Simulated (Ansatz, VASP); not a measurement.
## Mg: VASP beside Ansatz

```xyz
3
Lattice="1.5405 0.8894 7.6788 -1.5405 0.8894 7.6788 0.0000 -1.7789 7.6788" Properties=species:S:1:pos:R:3 pbc="T T T"
Mg    0.0000    0.0000    0.0000
Mg    0.0000    0.0000    4.9294
Mg    0.0000    0.0000   18.1070
```

Alike in both runs: task single point; functional PBE; k mesh 15 × 15 × 15; occupations gaussian, width 0.1 eV; no spin polarisation.

```csv
,VASP,Ansatz
version,VASP 6.6.1,Ansatz 0.2.0
potentials or method,"VASP PAW PBE potentials, release 64 (Mg), cutoff 520 eV","scalar-relativistic, plane waves, PAW"
valence electrons in the cell,6,30
```

Ansatz gave:

| Property | Result |
| --- | --- |
| gap on the k mesh at the Fermi level (eV) | none |
| pressure (GPa) | 5.1 |
| traceless stress, the component that is largest in VASP (GPa) | -0.33 |
| rms of the force components (eV/Å) | 0.583 |

Q: Which values does VASP return?

A: gap on the k mesh at the Fermi level (eV): none; pressure (GPa): 5.0; traceless stress, the component that is largest in VASP (GPa): -0.33; rms of the force components (eV/Å): 0.585.

Atom by atom the forces differ by 0.002 eV/Å (rms over components). A gap of «none» marks a metal or a gap that the smearing closes. VASP's potentials hold 6 valence electrons a cell and Ansatz's 30, so a difference there can come from the potentials and not from the codes.
